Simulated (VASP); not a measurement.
Write the native input for VASP 6.6.1 that does the following.

```
Task                   : relaxation of cell and atoms
Functional             : PBE
Potentials or basis    : VASP PAW PBE potentials, release 64 (Zn, Se)
Cutoff                 : 600 eV
k mesh                 : 3 × 3 × 2
Occupations            : gaussian, width 0.2 eV
Spin                   : no spin polarisation
Dipole correction      : no
Further INCAR settings : ALGO = Normal; EDIFF = 1e-06; IBRION = 2; EDIFFG = -0.08; NSW = 36; ISIF = 3
```

The structure of ZnSe7 lies in POSCAR:

```
ZnSe7
1.0
    4.1632538000     -4.3048236200      0.0000000000
    4.1632538000      4.3048236200      0.0000000000
    0.0000000000      0.0000000000      7.3268495800
Zn Se
1 7
Direct
    0.5000000000      0.5000000000      0.0000000000
    0.6951493400      0.3048506600      0.5000000000
    0.3048506600      0.6951493400      0.5000000000
    0.0000000000      0.5000000000      0.1794362300
    0.5000000000      0.0000000000      0.8205637700
    0.0000000000      0.5000000000      0.8205637700
    0.5000000000      0.0000000000      0.1794362300
    0.0000000000      0.0000000000      0.0000000000
```

The cell was generated, and may not be a known phase.

The input as run:

INCAR

```
PREC = Accurate
ENCUT = 600
EDIFF = 1E-6
ISMEAR = 0
SIGMA = 0.2
LREAL = F
LASPH = T
NELM = 60
ALGO = Normal
ISIF = 3
LWAVE = F
LCHARG = F
GGA = PE
IBRION = 2
NSW = 36
EDIFFG = -0.08
```

KPOINTS

```
Automatic mesh
0
Gamma
  3 3 2
```

Potentials or basis: VASP PAW PBE potentials, release 64 (Zn, Se).

The run is started by

```bash
$ cat potpaw_PBE.64/Zn/POTCAR potpaw_PBE.64/Se/POTCAR > POTCAR
$ mpirun -np 1 vasp_std > vasp.out
```

Results of the run:

```json
{"Relaxed volume": "22.36 Å³/atom", "Relaxed cell": "a = 4.996 Å, b = 4.996 Å, c = 7.169 Å, α = 90.00°, β = 90.00°, γ = 88.92°", "Space group after relaxing (to 0.1 Å)": "Cmmm (No. 65)", "Energy gained by relaxing": "483.4 meV/atom", "Ionic steps": "21", "Pressure after relaxing": "-0.2 GPa", "Largest force after relaxing": "0.022 eV/Å", "Band gap on the k mesh": "zero (bands 27 and 28 overlap by 1.06 eV)"}
```

Caveat: the k points lie up to 0.44 Å⁻¹ apart in the final cell, too coarse for converged energies and pressures of a metal; the volume moved by over 15 % at a fixed basis, so the end points are rough.

Wall time 11 min on 1 thread of Intel(R) Xeon(R) 6975P-C (Granite Rapids), with other jobs on the host, peak memory 0.43 GiB.
